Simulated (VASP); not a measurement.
## C: single point with PBEsol+D3(BJ)

Crystal: C.

```
CELL_PARAMETERS angstrom
1.27300 0.73496 8.54998
-1.27300 0.73496 8.54998
0.00000 -1.46993 8.54998
ATOMIC_POSITIONS crystal
C 0.91283 0.91283 0.91283
C 0.24615 0.24615 0.24615
C 0.75385 0.75385 0.75385
C 0.08717 0.08717 0.08717
```

```yaml
Program: VASP 6.6.1
Task: single point
Functional: PBEsol
Dispersion: D3(BJ)
Potentials_or_basis: VASP PAW PBE potentials, release 64 (C)
Cutoff: 520 eV
k_mesh: 11 × 11 × 11
Occupations: fermi-dirac, width 0.1 eV
Spin: no spin polarisation
```

```
Pressure                   : -20.3 GPa
Largest force              : 0.004 eV/Å
Dispersion energy per atom : -0.081 eV
```

Forces in eV/Å, atoms in the order of the input:
```
C    0.000  0.000 -0.004
C    0.000  0.000  0.004
C    0.000  0.000 -0.004
C    0.000  0.000  0.004
```

Stress tensor (GPa, compression positive):
```
-29.74   0.00   0.00
  0.00 -29.74   0.00
  0.00   0.00  -1.43
```

Wall time 18 min on 1 thread of Intel(R) Xeon(R) Platinum 8259CL CPU @ 2.50GHz (Skylake/Cascade Lake), with other jobs on the host, peak memory 0.63 GiB.

Caveat: the cell stands under tension; the PAW data sets were made with another functional, which shifts forces and pressure a little.
